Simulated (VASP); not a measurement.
Input of a VASP 6.6.1 run:

Contents of INCAR:

```
SYSTEM = ZrSi2
PREC     = Accurate       ! precision mode
ENCUT    = 600            ! plane-wave cutoff, eV
EDIFF    = 1E-6           ! SCF threshold, eV
ISMEAR   = 0              ! smearing method
SIGMA    = 0.05           ! smearing width, eV
LREAL    = .False.        ! projectors in reciprocal space
LASPH    = .True.         ! aspherical terms in the spheres
NELM     = 80             ! most SCF steps
ALGO     = Normal         ! electronic algorithm
ISIF     = 4              ! what is computed and relaxed
LWAVE    = .False.        ! write WAVECAR
LCHARG   = .False.        ! write CHGCAR
GGA      = RE             ! functional
IBRION   = 2              ! ionic algorithm
NSW      = 60             ! ionic steps
EDIFFG   = -0.01          ! ionic threshold
```

File KPOINTS:

```
regular mesh
0
Gamma
  6 6 6
  0 0 0
```

POSCAR

```
ZrSi2
1.0
    1.8684317835     -7.4007722757      0.0000000000
    1.8684317835      7.4007722757      0.0000000000
    0.0000000000      0.0000000000      3.6906023702
Zr Si
2 4
Direct
    0.6048569315      0.3951430685      0.2500000000
    0.3951430685      0.6048569315      0.7500000000
    0.9465537593      0.0534462407      0.2500000000
    0.0534462407      0.9465537593      0.7500000000
    0.2500629242      0.7499370758      0.2500000000
    0.7499370758      0.2500629242      0.7500000000
```

Potentials or basis: VASP PAW PBE potentials, release 64 (Zr_sv, Si).

The run is started by

```bash
$ cat potpaw_PBE.64/Zr_sv/POTCAR potpaw_PBE.64/Si/POTCAR > POTCAR
$ mpirun -np 1 vasp_std > vasp.out
```

(1) Predict the band gap on the k mesh.

Results:

(1) zero (bands 20 and 21 overlap by 0.76 eV).
